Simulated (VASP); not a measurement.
Cr: single point with RPBE+U

The system is Cr.

```
Cr
1.0
    -1.80731    1.80731    1.80731
     1.80731   -1.80731    1.80731
     1.80731    1.80731   -1.80731
Cr
1
Direct
  0.00000 0.00000 0.00000
```

| Item | Value |
| --- | --- |
| Program | VASP 6.6.1 |
| Task | single point |
| Functional | RPBE |
| Potentials or basis | VASP PAW PBE potentials, release 64 (Cr_sv) |
| Cutoff | 700 eV |
| k mesh | 12 × 12 × 12 |
| Occupations | methfessel-paxton, width 0.15 eV |
| Spin | collinear spin, ferromagnetic start |
| Starting moments | [3.0] μB |
| Hubbard terms | Cr d U = 3.5 eV |
| Dipole correction | no |
| Further INCAR settings | ALGO = Normal; EDIFF = 1e-06; NBANDS = 17 |

```json
{
  "Pressure": "-2.2 GPa",
  "Net moment": "4.78 μB per cell",
  "Site moments": "Cr +3.82 μB",
  "Valence electrons inside the program's atomic spheres": "Cr 11.87"
}
```

Levels at points of the mesh, in eV from the Fermi level:
Spin up:
```tsv
k point	band 5	band 6	band 7	band 8	band 9	band 10	band 11	band 12	band 13	band 14
(0.00, 0.00, 0.00)	-6.31	-1.47	-1.47	-1.47	-0.88	-0.88	15.51	15.51	15.51	17.80
(0.50, 0.00, 0.00)	-3.19	-2.05	-0.86	-0.79	-0.57	-0.04	3.00	10.81	10.84	13.99
(0.50, 0.50, 0.50)	-2.87	-2.87	-0.19	-0.19	-0.19	4.91	4.91	4.91	9.20	9.20
```
Spin down:
```csv
k point,band 3,band 4,band 5,band 6,band 7,band 8
"(0.00, 0.00, 0.00)",-39.02,-39.02,-4.69,4.27,4.27,4.27
"(0.50, 0.00, 0.00)",-39.06,-39.02,0.16,0.86,3.20,5.34
"(0.50, 0.50, 0.50)",-39.09,-39.09,1.55,1.55,6.14,6.14
```

Eigenvalues of the final occupation matrices:
```csv
site,spin,trace,eigenvalues
site 1 d,1,3.83,0.74 0.74 0.74 0.80 0.80
site 1 d,2,0.02,0.00 0.00 0.00 0.00 0.00
```

Run time: 120 s on 1 thread of Intel(R) Xeon(R) Platinum 8375C CPU @ 2.90GHz (Ice Lake), with other jobs on the host, peak memory 0.2 GiB.

Caveat: the PAW data sets were made with another functional, which shifts forces and pressure a little; the U is typed as a test and isn't derived for this compound. The state reached can hang on the start; a lower one may exist.
